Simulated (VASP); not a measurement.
# AlN (P6_3mc) in VASP: notebook

Runs on AlN. Level: PBE. Tasks: single point, relaxation of the atoms.

Everything below comes from runs of VASP 6.6.1. Logs are shortened: lines on timing, memory, paths and dates and some standing lists are left out, and cuts for length are marked.

### 1 The cell of the first run

It takes space group P6_3mc (No. 186, hexagonal). The conventional cell has a = 3.113 Å, b = 3.113 Å, c = 4.981 Å, α = 90.00°, β = 90.00°, γ = 120.00°. Within 2.5 Å of Al (site symmetry 3m) lie 4 N at 1.89 to 1.90 Å. N (site symmetry 3m) has 4 Al at 1.89 to 1.90 Å within 2.5 Å.

### 2 Single point, PBE

Contents of INCAR:

```
SYSTEM = AlN
ALGO     = Normal         ! electronic algorithm
EDIFF    = 1E-6           ! SCF threshold, eV
ENCUT    = 520            ! plane-wave cutoff, eV
GGA      = PE             ! functional
ISIF     = 2              ! what is computed and relaxed
ISMEAR   = -1             ! smearing method
LASPH    = .TRUE.         ! aspherical terms in the spheres
LCHARG   = .FALSE.        ! write CHGCAR
LREAL    = .FALSE.        ! projectors in reciprocal space
LWAVE    = .FALSE.        ! write WAVECAR
NBANDS   = 16             ! bands
NELM     = 80             ! most SCF steps
PREC     = Accurate       ! precision mode
SIGMA    = 0.02           ! smearing width, eV
```

Contents of KPOINTS:

```
k-points
0
G
  10 10 6
  0 0 0
```

Contents of POSCAR:

```
AlN
1.0
    3.1130000000      0.0000000000      0.0000000000
   -1.5565000000      2.6959370820      0.0000000000
    0.0000000000      0.0000000000      4.9810000000
Al N
2 2
Direct
    0.3333333333      0.6666666667     -0.0009850668
    0.6666666667      0.3333333333      0.4990149332
    0.3333333333      0.6666666667      0.3809850668
    0.6666666667      0.3333333333      0.8809850668
```

Potentials or basis: VASP PAW PBE potentials, release 64 (Al, N).

The run is started by

```console
$ cat potpaw_PBE.64/Al/POTCAR potpaw_PBE.64/N/POTCAR > POTCAR
$ mpirun -np 1 vasp_std > vasp.out
```

OUTCAR:

```text
SYSTEM = AlN
   EDIFF = 1E-6
   ENCUT = 520
   GGA = PE
   ISIF = 2
   ISMEAR = -1
   LASPH = .TRUE.
   LREAL = .FALSE.
   NELM = 80
   PREC = Accurate

 ion  position               nearest neighbor table
   1  0.333  0.667  0.999-   4 1.89   4 1.89   4 1.89   3 1.90   2 3.07   2 3.07   2 3.07   2 3.07
                             2 3.07   2 3.07
   2  0.667  0.333  0.499-   3 1.89   3 1.89   3 1.89   4 1.90   1 3.07   1 3.07   1 3.07   1 3.07
                             1 3.07   1 3.07
   3  0.333  0.667  0.381-   2 1.89   2 1.89   2 1.89   1 1.90
   4  0.667  0.333  0.881-   1 1.89   1 1.89   1 1.89   2 1.90

  LATTYP: Found a hexagonal cell.
 ALAT       =     3.1130000000
 C/A-ratio  =     1.6000642467

  Lattice vectors:

 A1 = (   3.1130000000,   0.0000000000,   0.0000000000)
 A2 = (  -1.5565000000,   2.6959370820,   0.0000000000)
 A3 = (   0.0000000000,   0.0000000000,   4.9810000000)

Analysis of symmetry for initial positions (statically):
=====================================================================
 Subroutine PRICEL returns:
 Original cell was already a primitive cell.

 Routine SETGRP: Setting up the symmetry group for a
 hexagonal supercell.

 Subroutine GETGRP returns: Found 12 space group operations
 (whereof  6 operations were pure point group operations)
 out of a pool of 24 trial point group operations.

The static configuration has the point symmetry C_3v.
 The point group associated with its full space group is C_6v.

Analysis of symmetry for dynamics (positions and initial velocities):
=====================================================================
 Subroutine PRICEL returns:
 Original cell was already a primitive cell.

 Routine SETGRP: Setting up the symmetry group for a
 hexagonal supercell.

 Subroutine GETGRP returns: Found 12 space group operations
 (whereof  6 operations were pure point group operations)
 out of a pool of 24 trial point group operations.

The dynamic configuration has the point symmetry C_3v.
 The point group associated with its full space group is C_6v.

 Subroutine INISYM returns: Found 12 space group operations
 (whereof  6 operations are pure point group operations),
 and found     1 'primitive' translations

----------------------------------------------------------------------------------------

                                     Primitive cell

  volume of cell :      41.8028

  direct lattice vectors                    reciprocal lattice vectors
     3.113000000  0.000000000  0.000000000     0.321233537  0.185464269  0.000000000
    -1.556500000  2.695937082  0.000000000     0.000000000  0.370928538  0.000000000
     0.000000000  0.000000000  4.981000000     0.000000000  0.000000000  0.200762899

  length of vectors
     3.113000000  3.113000000  4.981000000     0.370928538  0.370928538  0.200762899

  position of ions in fractional coordinates (direct lattice)
     0.333333333  0.666666667  0.999014933
     0.666666667  0.333333333  0.499014933
     0.333333333  0.666666667  0.380985067
     0.666666667  0.333333333  0.880985067

  ion indices of the primitive-cell ions
   primitive index   ion index
                 1           1
                 2           2
                 3           3
                 4           4

----------------------------------------------------------------------------------------

 KPOINTS: k-points

Automatic generation of k-mesh.
 Grid dimensions read from file:
 generate k-points for:   10   10    6

 Generating k-lattice:

  Cartesian coordinates                     Fractional coordinates (reciprocal lattice)
     0.032123354  0.018546427  0.000000000     0.100000000  0.000000000  0.000000000
     0.000000000  0.037092854  0.000000000     0.000000000  0.100000000  0.000000000
     0.000000000  0.000000000  0.033460483     0.000000000  0.000000000  0.166666667

  Length of vectors
     0.037092854  0.037092854  0.033460483

  Shift w.r.t. Gamma in fractional coordinates (k-lattice)
     0.000000000  0.000000000  0.000000000

 Subroutine IBZKPT returns following result:
 ===========================================

 Found     56 irreducible k-points:

 Following reciprocal coordinates:
            Coordinates               Weight
  0.000000  0.000000  0.000000      1.000000
  0.100000 -0.000000  0.000000      6.000000
  0.200000 -0.000000  0.000000      6.000000
  0.300000 -0.000000  0.000000      6.000000
  0.400000  0.000000  0.000000      6.000000
  0.500000 -0.000000  0.000000      3.000000
[... 16 lines left out ...]
  0.300000  0.100000  0.166667     24.000000
  0.400000  0.100000  0.166667     24.000000
 [... further k-points ...]
   k-points           NKPTS =     56   k-points in BZ     NKDIM =     56   number of bands    NBANDS=     16
   number of dos      NEDOS =    301   number of ions     NIONS =      4
   total plane-waves  NPLWV =  23040
   dimension x,y,z NGX =    24 NGY =   24 NGZ =   40
   dimension x,y,z NGXF=    48 NGYF=   48 NGZF=   80
   ions per type =               2   2
   NGX,Y,Z   is equivalent  to a cutoff of  12.82, 12.82, 13.35 a.u.
   NGXF,Y,Z  is equivalent  to a cutoff of  25.63, 25.63, 26.70 a.u.
 SYSTEM =  AlN
   PREC   = accura    normal or accurate (medium, high low for compatibility)
   ISTART =      0    job   : 0-new  1-cont  2-samecut
   ICHARG =      2    charge: 1-file 2-atom 10-const
   ISPIN  =      1    spin polarized calculation?
   LNONCOLLINEAR =      F non collinear calculations
   LSORBIT =      F    spin-orbit coupling
   LASPH  =      T    aspherical Exc in radial PAW
   ENCUT  =  520.0 eV  38.22 Ry    6.18 a.u.   5.79  5.79  9.26*2*pi/ulx,y,z
   NELM   =     80;   NELMIN=  2; NELMDL= -5     # of ELM steps
   EDIFF  = 0.1E-05   stopping-criterion for ELM
   LREAL  =      F    real-space projection
   EDIFFG = 0.1E-04   stopping-criterion for IOM
   NSW    =      0    number of steps for IOM
   IBRION =     -1    ionic relax: 0-MD 1-quasi-New 2-CG
   NFREE  =      0    steps in history (QN), initial steepest desc. (CG)
   ISIF   =      2    stress and relaxation
   ISYM   =      2    0-nonsym 1-usesym 2-fastsym
   POTIM  = 0.5000    time-step for ionic-motion
   TEBEG  =    0.0;   TEEND  =   0.0 temperature during run
   PSTRESS=    0.0 pullay stress
   NELECT =      16.0000    total number of electrons
   NUPDOWN=      -1.0000    fix difference up-down
   EMIN   =  10.00;   EMAX   =-10.00  energy-range for DOS
   EFERMI =   0.00;   METHOD = LEGACY
   ISMEAR =    -1;   SIGMA  =   0.02  broadening in eV -4-tet -1-fermi 0-gaus
   EFERMI_NEDOS =   21; number of points for ismear=-14 and -15
   IALGO  =     38    algorithm
   IMIX   =      4    mixing-type and parameters
     AMIX     =   0.40;   BMIX     =  1.00
     AMIX_MAG =   1.60;   BMIX_MAG =  1.00
  volume/ion in A,a.u.               =      10.45        70.52
  Fermi-wavevector in a.u.,A,eV,Ry     =   1.188629  2.246183 19.222843  1.412839
  Thomas-Fermi vector in A             =   2.324754
   LORBIT       =      0    0 simple, 1 ext, 2 COOP (PROOUT), +10 PAW based schemes
   GGA     = PE    functional components
   LHFCALC =     F    Hartree Fock is set to
   AEXX    =    0.0000 exact exchange contribution
   IVDW    =     0    specifies the selected vdW correction
   LEPSILON=     F    determine dielectric tensor
   LRPA    =     F    only Hartree local field effects (RPA)
 non-spin polarized calculation
  energy-cutoff  :      520.00
  volume of cell :       41.80
 maximum number of plane-waves:      1142
 NGX is ok and might be reduce to    24
   NGX = 11   NGY = 11   NGZ = 19

 number of electron      15.9999997 magnetization

 Free energy of the ion-electron system (eV)
  ---------------------------------------------------
  ext. energy  EPLUGINS =         0.00000000
  ---------------------------------------------------
  free energy    TOTEN  =       -29.77254433 eV

  energy without entropy =      -29.77254433  energy(sigma->0) =      -29.77254433

 E-fermi :   6.6025     XC(G=0): -10.9068

 val. band max:        6.1530751272   @ k =   0.0000   0.0000   0.0000
 cond. band min:      10.3472010515   @ k =   0.0000   0.0000   0.0000
 fundamental gap:      4.1941259243
 Fermi energy:         6.6024812965

 k-point     1 :       0.0000    0.0000    0.0000
  band No.  band energies     occupation
      1      -9.0375      2.00000
      2      -6.8906      2.00000
      3       0.1598      2.00000
      4       5.2762      2.00000
      5       5.2762      2.00000
      6       5.9284      2.00000
[... 8 lines left out ...]
     15      19.2703      0.00000
     16      19.2703      0.00000

 k-point     2 :       0.1000   -0.0000    0.0000
  band No.  band energies     occupation
      1      -8.9106      2.00000
      2      -6.8192      2.00000
      3       0.3110      2.00000
      4       4.6974      2.00000
      5       5.1132      2.00000
      6       5.3621      2.00000
[... 8 lines left out ...]
     15      19.2321      0.00000
     16      19.3269      0.00000

 k-point     3 :       0.2000   -0.0000    0.0000
  band No.  band energies     occupation
      1      -8.5460      2.00000
      2      -6.6332      2.00000
      3       0.7531      2.00000
      4       3.3927      2.00000
      5       4.2570      2.00000
      6       4.7590      2.00000
[... 8 lines left out ...]
     15      18.3928      0.00000
     16      18.8664      0.00000

 k-point     4 :       0.3000   -0.0000    0.0000
  band No.  band energies     occupation
      1      -8.0009      2.00000
      2      -6.4235      2.00000
      3       1.4429      2.00000
      4       2.0391      2.00000
      5       3.1449      2.00000
      6       4.3977      2.00000
[... 8 lines left out ...]
     15      18.2074      0.00000
     16      20.0969      0.00000
[... 324 lines left out ...]
 k-point    22 :       0.2000    0.1000    0.1667
  band No.  band energies     occupation
      1      -8.1150      2.00000
      2      -6.6372      2.00000
      3       1.2885      2.00000
      4       2.8442      2.00000
      5       3.3025      2.00000
      6       4.4880      2.00000
[... 8 lines left out ...]
     15      18.5436      0.00000
     16      19.8577      0.00000

 k-point    23 :       0.3000    0.1000    0.1667
  band No.  band energies     occupation
      1      -7.5488      2.00000
      2      -6.4332      2.00000
      3       1.2435      2.00000
      4       2.0898      2.00000
      5       2.8428      2.00000
      6       4.0164      2.00000
[... 8 lines left out ...]
     15      18.5135      0.00000
     16      20.5598      0.00000

 k-point    24 :       0.4000    0.1000    0.1667
  band No.  band energies     occupation
      1      -7.0567      2.00000
      2      -6.3942      2.00000
      3       0.7388      2.00000
      4       1.7490      2.00000
      5       3.0828      2.00000
      6       3.8520      2.00000
[... 8 lines left out ...]
     15      18.7508      0.00000
     16      21.0488      0.00000

 [... further k-points ...]
[... 5 lines left out ...]
  --------------------------------------------------------------------------------------
  -------------------------------------------------------------------------------------
  Total        0.8693602      0.8693602      0.9425989      0.0000000      0.0000000      0.0000000
  in kB       33.3199947     33.3199947     36.1270159      0.0000000      0.0000000      0.0000000
  external PRESSURE =      34.2556685 kB  Pullay stress =       0.0000000 kB

 VOLUME and BASIS-vectors are now :
 -----------------------------------------------------------------------------
  energy-cutoff  :      520.00
  volume of cell :       41.80
      direct lattice vectors                 reciprocal lattice vectors
     3.113000000  0.000000000  0.000000000     0.321233537  0.185464269  0.000000000
    -1.556500000  2.695937082  0.000000000     0.000000000  0.370928538  0.000000000
     0.000000000  0.000000000  4.981000000     0.000000000  0.000000000  0.200762899

 POSITION                                       TOTAL-FORCE (eV/Angst)
 -----------------------------------------------------------------------------------
     -0.00000      1.79729      4.97609         0.000000     -0.000000     -0.001541
      1.55650      0.89865      2.48559        -0.000000      0.000000     -0.001541
     -0.00000      1.79729      1.89769         0.000000     -0.000000      0.001541
      1.55650      0.89865      4.38819        -0.000000      0.000000      0.001541
 -----------------------------------------------------------------------------------
    total drift:                               -0.000000      0.000000      0.000410

  FREE ENERGIE OF THE ION-ELECTRON SYSTEM (eV)
  ---------------------------------------------------
  free  energy   TOTEN  =       -29.7725443296 eV

  energy  without entropy=      -29.7725443296  energy(sigma->0) =      -29.77254433
```

It took 19 s on 1 thread of Intel Xeon Platinum 8375C at 2.90GHz (Ice Lake), shared host; peak memory 0.17 GiB.

What came out:

- Free energy: -29.7725 eV
- Pressure: 3.4 GPa
- Band gap on the k mesh: 4.19 eV, direct

A k mesh can miss the band edges. Expect the measured gap to be larger: semilocal functionals such as PBE lack the derivative discontinuity.

### 3 Relaxation of the atoms, PBE

Contents of INCAR:

```
SYSTEM = AlN
PREC = Accurate
ENCUT = 520
EDIFF = 1E-6
ISMEAR = -1
SIGMA = 0.02
LREAL = .False.
LASPH = .True.
NELM = 60
ALGO = Normal
ISIF = 2
LWAVE = .False.
LCHARG = .False.
GGA = PE
IBRION = 2
NSW = 80
EDIFFG = -0.02
```

Contents of KPOINTS:

```
regular mesh
0
Gamma
  10 10 6
  0 0 0
```

Contents of POSCAR:

```
AlN
1.0
    3.1130000000      0.0000000000      0.0000000000
   -1.5565000000      2.6959370820      0.0000000000
    0.0000000000      0.0000000000      4.9810000000
Al N
2 2
Direct
    0.3333333333      0.6666666667      0.0000000000
    0.6666666667      0.3333333333      0.5000000000
    0.3333333333      0.6666666667      0.3800000000
    0.6666666667      0.3333333333      0.8800000000
```

Potentials or basis: VASP PAW PBE potentials, release 64 (Al, N).

The run is started by

```console
$ cat potpaw_PBE.64/Al/POTCAR potpaw_PBE.64/N/POTCAR > POTCAR
$ mpirun -np 1 vasp_std > vasp.out
```

Run time: 25 s. Hardware: 1 thread of Intel Xeon Platinum 8375C at 2.90GHz (Ice Lake), shared host; peak memory 0.16 GiB.

It converged, with:

```
Free energy               : -29.7725 eV
Energy gained by relaxing : 0.3 meV/atom
Ionic steps               : 3
Pressure after relaxing   : 3.4 GPa
Band gap on the k mesh    : 4.19 eV, direct
```

Stress tensor (GPa, compression positive):
```
3.32 0.00 0.00
0.00 3.32 0.00
0.00 0.00 3.59
```

The path:
```tsv
step	energy change (eV)	largest force (eV/Å)	pressure (GPa)
1	0.0000	0.1289	3.47
2	-0.0012	0.0317	3.40
3	-0.0013	0.0013	3.41
```

Final structure:
```yaml
crystal:
  lattice:
    - [3.11300, 0.00000, 0.00000]
    - [-1.55650, 2.69594, 0.00000]
    - [0.00000, 0.00000, 4.98100]
  atoms:
    - { symbol: Al, position: [0.33333, 0.66667, 0.99900] }
    - { symbol: Al, position: [0.66667, 0.33333, 0.49900] }
    - { symbol: N, position: [0.33333, 0.66667, 0.38100] }
    - { symbol: N, position: [0.66667, 0.33333, 0.88100] }
```

Levels at points of the mesh, in eV from the valence-band top:
| k point | band 5 | band 6 | band 7 | band 8 | band 9 | band 10 | band 11 | band 12 |
| --- | --- | --- | --- | --- | --- | --- | --- | --- |
| (0.00, 0.00, 0.00) | -0.88 | -0.23 | -0.23 | 0.00 | 4.19 | 6.64 | 10.61 | 11.13 |
| (0.50, 0.00, 0.00) | -3.35 | -2.10 | -1.78 | -0.70 | 5.80 | 5.80 | 8.17 | 10.27 |
| (0.00, 0.00, 0.50) | -0.56 | -0.56 | -0.56 | -0.56 | 6.45 | 6.45 | 10.31 | 10.31 |
| (0.50, 0.00, 0.50) | -1.48 | -1.48 | -1.37 | -1.37 | 5.30 | 5.30 | 9.24 | 9.24 |
